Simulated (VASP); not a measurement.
# KI (I4mm) in VASP: further runs

Runs on KI. Level: PBE. Tasks: single point.

All numbers are computed with VASP 6.6.1; they aren't measurements. Logs are shortened: lines on timing, memory, paths and dates and some standing lists are left out, and cuts for length are marked.

**1. The cell of the first run**

Symmetry: I4mm, No. 107, tetragonal system. The conventional cell has a = 5.006 Å, b = 5.006 Å, c = 7.175 Å, α = 90.00°, β = 90.00°, γ = 90.00°. K (site symmetry 4mm) has 1 I at 2.75 Å within 3.6 Å. I (site symmetry 4mm) has 1 K at 2.75 Å within 3.6 Å.

**2. Single point, PBE**

INCAR reads:

```
SYSTEM = KI
  PREC = Accurate
  ENCUT = 520
  EDIFF = 1E-6
  ISMEAR = 0
  SIGMA = 0.05
  LREAL = .False.
  LASPH = .True.
  NELM = 60
  ALGO = Normal
  ISIF = 2
  LWAVE = .False.
  LCHARG = .True.
  GGA = PE
  LELF = .True.
  LVHAR = .True.
  NBANDS = 15
```

KPOINTS reads:

```
Automatic mesh
0
Gamma
  6 6 6
  0 0 0
```

POSCAR reads:

```
KI
1.0
    0.0000000000      3.5396144312      3.5873258652
    3.5396144312      0.0000000000      3.5873258652
    3.5396144312      3.5396144312      0.0000000000
K I
1 1
Direct
   -0.0889241769     -0.0889241769      0.0889241769
    0.5273968612      0.5273968612      0.4726031388
```

Potentials or basis: VASP PAW PBE potentials, release 64 (K_sv, I).

Started as:

```console
$ cat potpaw_PBE.64/K_sv/POTCAR potpaw_PBE.64/I/POTCAR > POTCAR
$ mpirun -np 1 vasp_std > vasp.out
```

OUTCAR:

```text
SYSTEM = KI
   PREC = Accurate
   ENCUT = 520
   EDIFF = 1E-6
   ISMEAR = 0
   LREAL = .False.
   LASPH = .True.
   NELM = 60
   ISIF = 2
   GGA = PE

 ion  position               nearest neighbor table
   1  0.911  0.911  0.089-   2 2.75   2 3.64   2 3.64   2 3.64   2 3.64
   2  0.527  0.527  0.473-   1 2.75   1 3.64   1 3.64   1 3.64   1 3.64

  LATTYP: Found a body centered tetragonal cell.
 ALAT       =     5.0057707342
 C/A-ratio  =     1.4332761350

  Lattice vectors:

 A1 = (  -3.5396144312,   0.0000000000,   3.5873258652)
 A2 = (   3.5396144312,   0.0000000000,   3.5873258652)
 A3 = (   0.0000000000,   3.5396144312,  -3.5873258652)

Analysis of symmetry for initial positions (statically):
=====================================================================
 Subroutine PRICEL returns:
 Original cell was already a primitive cell.

 Routine SETGRP: Setting up the symmetry group for a
 body centered tetragonal supercell.

 Subroutine GETGRP returns: Found  8 space group operations
 (whereof  8 operations were pure point group operations)
 out of a pool of 16 trial point group operations.

The static configuration has the point symmetry C_4v.

Analysis of symmetry for dynamics (positions and initial velocities):
=====================================================================
 Subroutine PRICEL returns:
 Original cell was already a primitive cell.

 Routine SETGRP: Setting up the symmetry group for a
 body centered tetragonal supercell.

 Subroutine GETGRP returns: Found  8 space group operations
 (whereof  8 operations were pure point group operations)
 out of a pool of 16 trial point group operations.

The dynamic configuration has the point symmetry C_4v.

 Subroutine INISYM returns: Found  8 space group operations
 (whereof  8 operations are pure point group operations),
 and found     1 'primitive' translations

----------------------------------------------------------------------------------------

                                     Primitive cell

  volume of cell :      89.8903

  direct lattice vectors                    reciprocal lattice vectors
     0.000000000  3.539614431  3.587325865    -0.141258323  0.141258323  0.139379588
     3.539614431  0.000000000  3.587325865     0.141258323 -0.141258323  0.139379588
     3.539614431  3.539614431  0.000000000     0.141258323  0.141258323 -0.139379588

  length of vectors
     5.039620738  5.039620738  5.005770734     0.243586735  0.243586735  0.243586735

  position of ions in fractional coordinates (direct lattice)
     0.911075823  0.911075823  0.088924177
     0.527396861  0.527396861  0.472603139

  ion indices of the primitive-cell ions
   primitive index   ion index
                 1           1
                 2           2

----------------------------------------------------------------------------------------

 KPOINTS: Automatic mesh

Automatic generation of k-mesh.
 Grid dimensions read from file:
 generate k-points for:    6    6    6

 Generating k-lattice:

  Cartesian coordinates                     Fractional coordinates (reciprocal lattice)
    -0.023543054  0.023543054  0.023229931     0.166666667 -0.000000000  0.000000000
     0.023543054 -0.023543054  0.023229931    -0.000000000  0.166666667  0.000000000
     0.023543054  0.023543054 -0.023229931     0.000000000  0.000000000  0.166666667

  Length of vectors
     0.040597789  0.040597789  0.040597789

  Shift w.r.t. Gamma in fractional coordinates (k-lattice)
     0.000000000  0.000000000  0.000000000

 Subroutine IBZKPT returns following result:
 ===========================================

 Found     30 irreducible k-points:

 Following reciprocal coordinates:
            Coordinates               Weight
  0.000000  0.000000  0.000000      1.000000
  0.166667  0.000000  0.000000      8.000000
  0.333333  0.000000  0.000000      8.000000
  0.500000 -0.000000  0.000000      4.000000
  0.166667  0.166667  0.000000      2.000000
  0.333333  0.166667  0.000000      8.000000
[... 16 lines left out ...]
  0.333333  0.000000  0.333333      4.000000
  0.500000  0.000000  0.333333     16.000000
 [... further k-points ...]
   k-points           NKPTS =     30   k-points in BZ     NKDIM =     30   number of bands    NBANDS=     15
   number of dos      NEDOS =    301   number of ions     NIONS =      2
   total plane-waves  NPLWV =  64000
   dimension x,y,z NGX =    40 NGY =   40 NGZ =   40
   dimension x,y,z NGXF=    80 NGYF=   80 NGZF=   80
   ions per type =               1   1
   NGX,Y,Z   is equivalent  to a cutoff of  13.20, 13.20, 13.28 a.u.
   NGXF,Y,Z  is equivalent  to a cutoff of  26.39, 26.39, 26.57 a.u.
 SYSTEM =  KI
   PREC   = accura    normal or accurate (medium, high low for compatibility)
   ISTART =      0    job   : 0-new  1-cont  2-samecut
   ICHARG =      2    charge: 1-file 2-atom 10-const
   ISPIN  =      1    spin polarized calculation?
   LNONCOLLINEAR =      F non collinear calculations
   LSORBIT =      F    spin-orbit coupling
   LASPH  =      T    aspherical Exc in radial PAW
   ENCUT  =  520.0 eV  38.22 Ry    6.18 a.u.   9.37  9.37  9.31*2*pi/ulx,y,z
   NELM   =     60;   NELMIN=  2; NELMDL= -5     # of ELM steps
   EDIFF  = 0.1E-05   stopping-criterion for ELM
   LREAL  =      F    real-space projection
   EDIFFG = 0.1E-04   stopping-criterion for IOM
   NSW    =      0    number of steps for IOM
   IBRION =     -1    ionic relax: 0-MD 1-quasi-New 2-CG
   NFREE  =      0    steps in history (QN), initial steepest desc. (CG)
   ISIF   =      2    stress and relaxation
   ISYM   =      2    0-nonsym 1-usesym 2-fastsym
   POTIM  = 0.5000    time-step for ionic-motion
   TEBEG  =    0.0;   TEEND  =   0.0 temperature during run
   PSTRESS=    0.0 pullay stress
   NELECT =      16.0000    total number of electrons
   NUPDOWN=      -1.0000    fix difference up-down
   EMIN   =  10.00;   EMAX   =-10.00  energy-range for DOS
   EFERMI =   0.00;   METHOD = LEGACY
   ISMEAR =     0;   SIGMA  =   0.05  broadening in eV -4-tet -1-fermi 0-gaus
   EFERMI_NEDOS =   21; number of points for ismear=-14 and -15
   IALGO  =     38    algorithm
   IMIX   =      4    mixing-type and parameters
     AMIX     =   0.40;   BMIX     =  1.00
     AMIX_MAG =   1.60;   BMIX_MAG =  1.00
  volume/ion in A,a.u.               =      44.95       303.30
  Fermi-wavevector in a.u.,A,eV,Ry     =   0.920896  1.740241 11.538413  0.848049
  Thomas-Fermi vector in A             =   2.046252
   LORBIT       =      0    0 simple, 1 ext, 2 COOP (PROOUT), +10 PAW based schemes
   GGA     = PE    functional components
   LHFCALC =     F    Hartree Fock is set to
   AEXX    =    0.0000 exact exchange contribution
   IVDW    =     0    specifies the selected vdW correction
   LEPSILON=     F    determine dielectric tensor
   LRPA    =     F    only Hartree local field effects (RPA)
 non-spin polarized calculation
 Gauss-broadening in eV      SIGMA  =   0.05
  energy-cutoff  :      520.00
  volume of cell :       89.89
 maximum number of plane-waves:      2435
 NGX is ok and might be reduce to    40
   NGX = 19   NGY = 19   NGZ = 19

 number of electron      16.0000000 magnetization

 Free energy of the ion-electron system (eV)
  ---------------------------------------------------
  ext. energy  EPLUGINS =         0.00000000
  ---------------------------------------------------
  free energy    TOTEN  =        -4.90468176 eV

  energy without entropy =       -4.90468176  energy(sigma->0) =       -4.90468176

 E-fermi :  -0.3631     XC(G=0):  -7.0289

 val. band max:       -0.5766524541   @ k =   0.0000   0.0000   0.0000
 cond. band min:       3.3734940707   @ k =   0.0000   0.0000   0.0000
 fundamental gap:      3.9501465248
 Fermi energy:        -0.3630529312

 k-point     1 :       0.0000    0.0000    0.0000
  band No.  band energies     occupation
      1     -28.9576      2.00000
      2     -12.7963      2.00000
      3     -12.4413      2.00000
      4     -12.4413      2.00000
      5     -10.8350      2.00000
      6      -0.6828      2.00000
      7      -0.6828      2.00000
      8      -0.5767      2.00000
      9       3.3735      0.00000
     10       6.2456      0.00000
     11       6.4234      0.00000
     12       6.4234      0.00000
     13       6.8777      0.00000
     14       7.6689      0.00000
     15       8.4809      0.00000

 k-point     2 :       0.1667    0.0000    0.0000
  band No.  band energies     occupation
      1     -28.9570      2.00000
      2     -12.8227      2.00000
      3     -12.4540      2.00000
      4     -12.4429      2.00000
      5     -10.7695      2.00000
      6      -1.0100      2.00000
      7      -0.7229      2.00000
      8      -0.6312      2.00000
      9       3.9440      0.00000
     10       5.9547      0.00000
     11       6.3456      0.00000
     12       6.4941      0.00000
     13       7.4559      0.00000
     14       8.1520      0.00000
     15       9.3002      0.00000

 k-point     3 :       0.3333    0.0000    0.0000
  band No.  band energies     occupation
      1     -28.9558      2.00000
      2     -12.8753      2.00000
      3     -12.4731      2.00000
      4     -12.4461      2.00000
      5     -10.6435      2.00000
      6      -1.5422      2.00000
      7      -0.8021      2.00000
      8      -0.7108      2.00000
      9       4.6941      0.00000
     10       6.1931      0.00000
     11       6.6703      0.00000
     12       6.8815      0.00000
     13       8.1888      0.00000
     14       8.6378      0.00000
     15       9.1394      0.00000

 k-point     4 :       0.5000   -0.0000    0.0000
  band No.  band energies     occupation
      1     -28.9552      2.00000
      2     -12.9013      2.00000
      3     -12.4804      2.00000
      4     -12.4478      2.00000
      5     -10.5826      2.00000
      6      -1.7655      2.00000
      7      -0.8412      2.00000
      8      -0.7488      2.00000
      9       4.8304      0.00000
     10       6.6173      0.00000
     11       7.2101      0.00000
     12       7.4348      0.00000
     13       7.8192      0.00000
     14       8.4019      0.00000
     15       8.7208      0.00000
[... 307 lines left out ...]
 k-point    22 :      -0.3333    0.5000    0.1667
  band No.  band energies     occupation
      1     -28.9542      2.00000
      2     -12.9211      2.00000
      3     -12.4699      2.00000
      4     -12.4670      2.00000
      5     -10.5756      2.00000
      6      -1.1892      2.00000
      7      -1.0646      2.00000
      8      -1.0441      2.00000
      9       5.1791      0.00000
     10       5.3430      0.00000
     11       6.4257      0.00000
     12       7.6757      0.00000
     13       8.1731      0.00000
     14       8.4674      0.00000
     15       9.7257      0.00000

 k-point    23 :       0.3333    0.0000    0.3333
  band No.  band energies     occupation
      1     -28.9554      2.00000
      2     -12.8467      2.00000
      3     -12.4829      2.00000
      4     -12.4527      2.00000
      5     -10.6695      2.00000
      6      -1.4227      2.00000
      7      -1.0126      2.00000
      8      -0.7332      2.00000
      9       5.0881      0.00000
     10       5.1382      0.00000
     11       6.6937      0.00000
     12       7.7395      0.00000
     13       8.4133      0.00000
     14       8.4230      0.00000
     15       9.0612      0.00000

 k-point    24 :       0.5000    0.0000    0.3333
  band No.  band energies     occupation
      1     -28.9548      2.00000
      2     -12.8648      2.00000
      3     -12.4848      2.00000
      4     -12.4585      2.00000
      5     -10.6296      2.00000
      6      -1.4686      2.00000
      7      -1.1287      2.00000
      8      -0.8250      2.00000
      9       5.0828      0.00000
     10       5.5125      0.00000
     11       7.1840      0.00000
     12       7.7801      0.00000
     13       8.2853      0.00000
     14       8.5466      0.00000
     15       9.1126      0.00000

 [... further k-points ...]
[... 5 lines left out ...]
  --------------------------------------------------------------------------------------
  -------------------------------------------------------------------------------------
  Total       -0.0374370     -0.0374370      6.7696909      0.0000000      0.0000000     -0.0000000
  in kB       -0.6672653     -0.6672653    120.6609341      0.0000000      0.0000000     -0.0000000
  external PRESSURE =      39.7754678 kB  Pullay stress =       0.0000000 kB

 VOLUME and BASIS-vectors are now :
 -----------------------------------------------------------------------------
  energy-cutoff  :      520.00
  volume of cell :       89.89
      direct lattice vectors                 reciprocal lattice vectors
     0.000000000  3.539614431  3.587325865    -0.141258323  0.141258323  0.139379588
     3.539614431  0.000000000  3.587325865     0.141258323 -0.141258323  0.139379588
     3.539614431  3.539614431  0.000000000     0.141258323  0.141258323 -0.139379588

 POSITION                                       TOTAL-FORCE (eV/Angst)
 -----------------------------------------------------------------------------------
      3.53961      3.53961      6.53665         0.000000      0.000000      2.583563
      3.53961      3.53961      3.78389         0.000000      0.000000     -2.583563
 -----------------------------------------------------------------------------------
    total drift:                               -0.000000     -0.000000     -0.000169

  FREE ENERGIE OF THE ION-ELECTRON SYSTEM (eV)
  ---------------------------------------------------
  free  energy   TOTEN  =        -4.9046817613 eV

  energy  without entropy=       -4.9046817613  energy(sigma->0) =       -4.90468176
```

It took 65 s on 1 thread of Intel Xeon 8259CL, shared host; peak memory 0.25 GiB.

Results:

| Quantity | Value |
| --- | --- |
| Free energy | -4.9047 eV |
| Pressure | 4.0 GPa |
| Largest force | 2.584 eV/Å |
| Band gap on the k mesh | 3.95 eV, direct |

Forces on the atoms (eV/Å):
```
K    0.000  0.000  2.584
I    0.000  0.000 -2.584
```

Stress tensor (GPa, compression positive):
```
-0.07  0.00  0.00
 0.00 -0.07  0.00
 0.00  0.00 12.07
```

Levels at points of the mesh, in eV from the valence-band top:
| k point | band 6 | band 7 | band 8 | band 9 | band 10 | band 11 |
| --- | --- | --- | --- | --- | --- | --- |
| (0.00, 0.00, 0.00) | -0.11 | -0.11 | 0.00 | 3.95 | 6.82 | 7.00 |
| (0.50, 0.00, 0.00) | -1.19 | -0.26 | -0.17 | 5.41 | 7.19 | 7.79 |
| (0.50, 0.50, 0.00) | -0.74 | -0.30 | -0.30 | 5.07 | 5.61 | 7.13 |
| (0.50, 0.00, 0.50) | -0.92 | -0.53 | -0.22 | 5.50 | 5.66 | 8.21 |

Caveat: spin-orbit coupling is left out, which moves the levels of the heavy elements; forces of over 1 eV/Å act on the atoms, so gaps and moduli don't describe the material at rest.

**3. Single point, PBE**

INCAR reads:

```
PREC = Accurate
ENCUT = 520
EDIFF = 1E-6
ISMEAR = 0
SIGMA = 0.05
LREAL = F
LASPH = T
NELM = 100
ALGO = Normal
ISIF = 2
LWAVE = F
LCHARG = F
GGA = PE
NBANDS = 15
```

KPOINTS reads:

```
Automatic mesh
0
Gamma
  6 6 6
```

POSCAR reads:

```
KI
1.0
    0.0000000000      3.5396144312      3.5873258652
    3.5396144312      0.0000000000      3.5873258652
    3.5396144312      3.5396144312      0.0000000000
K I
1 1
Direct
   -0.0177848354     -0.0177848354      0.0177848354
    0.5054793722      0.5054793722      0.4945206278
```

Potentials or basis: VASP PAW PBE potentials, release 64 (K_sv, I).

Started as:

```console
$ cat potpaw_PBE.64/K_sv/POTCAR potpaw_PBE.64/I/POTCAR > POTCAR
$ mpirun -np 1 vasp_std > vasp.out
```

OUTCAR:

```text
PREC = Accurate
   ENCUT = 520
   EDIFF = 1E-6
   ISMEAR = 0
   LREAL = F
   LASPH = T
   NELM = 100
   ISIF = 2
   GGA = PE

 ion  position               nearest neighbor table
   1  0.982  0.982  0.018-   2 3.42   2 3.54   2 3.54   2 3.54   2 3.54
   2  0.505  0.505  0.495-   1 3.42   1 3.54   1 3.54   1 3.54   1 3.54

  LATTYP: Found a body centered tetragonal cell.
 ALAT       =     5.0057707342
 C/A-ratio  =     1.4332761350

  Lattice vectors:

[... 617 lines left out ...]

 [... further k-points ...]

------------------------ aborting loop because EDIFF is reached ----------------------------------------

  FORCE on cell =-STRESS in cart. coord.  units (eV):
  Direction    XX          YY          ZZ          XY          YZ          ZX
  --------------------------------------------------------------------------------------
  -------------------------------------------------------------------------------------
  Total        0.2574041      0.2574041      0.2847105      0.0000000      0.0000000      0.0000000
  in kB        4.5878936      4.5878936      5.0745934      0.0000000      0.0000000      0.0000000
  external PRESSURE =       4.7501269 kB  Pullay stress =       0.0000000 kB

 VOLUME and BASIS-vectors are now :
 -----------------------------------------------------------------------------
  energy-cutoff  :      520.00
  volume of cell :       89.89
      direct lattice vectors                 reciprocal lattice vectors
     0.000000000  3.539614431  3.587325865    -0.141258323  0.141258323  0.139379588
     3.539614431  0.000000000  3.587325865     0.141258323 -0.141258323  0.139379588
     3.539614431  3.539614431  0.000000000     0.141258323  0.141258323 -0.139379588

 POSITION                                       TOTAL-FORCE (eV/Angst)
 -----------------------------------------------------------------------------------
      3.53961      3.53961      7.04705         0.000000      0.000000      0.152784
      3.53961      3.53961      3.62664         0.000000      0.000000     -0.152784
 -----------------------------------------------------------------------------------
    total drift:                                0.000000      0.000000      0.000039

  FREE ENERGIE OF THE ION-ELECTRON SYSTEM (eV)
  ---------------------------------------------------
  free  energy   TOTEN  =        -5.5486649273 eV

  energy  without entropy=       -5.5486649273  energy(sigma->0) =       -5.54866493
```

OSZICAR:

```text
N       E                     dE             d eps       ncg     rms          rms(c)
DAV:   1     0.827720300698E+02    0.82772E+02   -0.63128E+03   900   0.884E+02
DAV:   2    -0.994920658832E-01   -0.82872E+02   -0.77991E+02  1152   0.209E+02
DAV:   3    -0.535913806906E+01   -0.52596E+01   -0.52401E+01  1329   0.445E+01
DAV:   4    -0.563187664264E+01   -0.27274E+00   -0.27268E+00  1382   0.868E+00
DAV:   5    -0.563417343060E+01   -0.22968E-02   -0.22967E-02  1317   0.853E-01    0.299E+00
DAV:   6    -0.554715542521E+01    0.87018E-01   -0.98898E-02  1194   0.180E+00    0.214E+00
DAV:   7    -0.554251471385E+01    0.46407E-02   -0.11627E-01  1208   0.170E+00    0.792E-01
DAV:   8    -0.554801419813E+01   -0.54995E-02   -0.12337E-02  1050   0.722E-01    0.132E-01
DAV:   9    -0.554850007426E+01   -0.48588E-03   -0.10023E-03  1264   0.181E-01    0.762E-02
DAV:  10    -0.554861951875E+01   -0.11944E-03   -0.12599E-04  1129   0.622E-02    0.207E-02
DAV:  11    -0.554866504089E+01   -0.45522E-04   -0.61189E-05  1082   0.457E-02    0.193E-02
DAV:  12    -0.554866492732E+01    0.11357E-06   -0.29240E-06  1270   0.133E-02
   1 F= -.55486649E+01 E0= -.55486649E+01  d E =-.573883E-13
```

stdout:

```text
POSCAR found type information on POSCAR K I
 POSCAR found :  2 types and       2 ions
 scaLAPACK will be used
 LDA part: xc-table for (Slater+PW92), standard interpolation
 POSCAR, INCAR and KPOINTS ok, starting setup
 FFT: planning ... GRIDC
 FFT: planning ... GRID_SOFT
 FFT: planning ... GRID
 WAVECAR not read
 entering main loop
```

Wall time 60 s (1 thread of Intel Xeon 8259CL, shared host); peak memory 0.25 GiB.

What came out:

| Item | Value |
| --- | --- |
| Free energy | -5.5487 eV |
| Pressure | 0.5 GPa |
| Largest force | 0.153 eV/Å |
| Band gap on the k mesh | 3.92 eV, direct |

Forces in eV/Å, atoms in the order of the input:
```
K    0.000  0.000  0.153
I    0.000  0.000 -0.153
```

Caveat: spin-orbit coupling is left out, which moves the levels of the heavy elements.
